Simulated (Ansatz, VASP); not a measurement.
# Pt3Pb: VASP beside Ansatz

```
CELL_PARAMETERS angstrom
4.05800 0.00000 0.00000
0.00000 4.05800 0.00000
0.00000 0.00000 4.01742
ATOMIC_POSITIONS crystal
Pt 0.00000 0.50000 0.50000
Pt 0.50000 0.00000 0.50000
Pt 0.50000 0.50000 0.00000
Pb 0.00000 0.00000 0.00000
```

Change from the starting cell: zz strain of -1 %.

Alike in both runs: task single point; functional LDA; k mesh 9 × 9 × 9; occupations fermi-dirac, width 0.03 eV; no spin polarisation.

```csv
,VASP,Ansatz
version,VASP 6.6.1,Ansatz 0.2.0
potentials or method,"VASP PAW LDA potentials, release 64 (Pt, Pb_d), cutoff 520 eV","all-electron LAPW, scalar-relativistic"
```

|  | VASP | Ansatz | Ansatz less VASP |
| --- | --- | --- | --- |
| pressure (GPa) | -0.1 | -0.7 | -0.65 |
| traceless stress, the component that is largest in VASP (GPa) | 0.60 | 0.58 | -0.013 |

LDA's correlation is that of Perdew and Zunger in VASP and of Perdew and Wang (1992) in Ansatz. Ansatz ran all-electron here, and VASP with PAW potentials.

Spin-orbit coupling is off throughout.
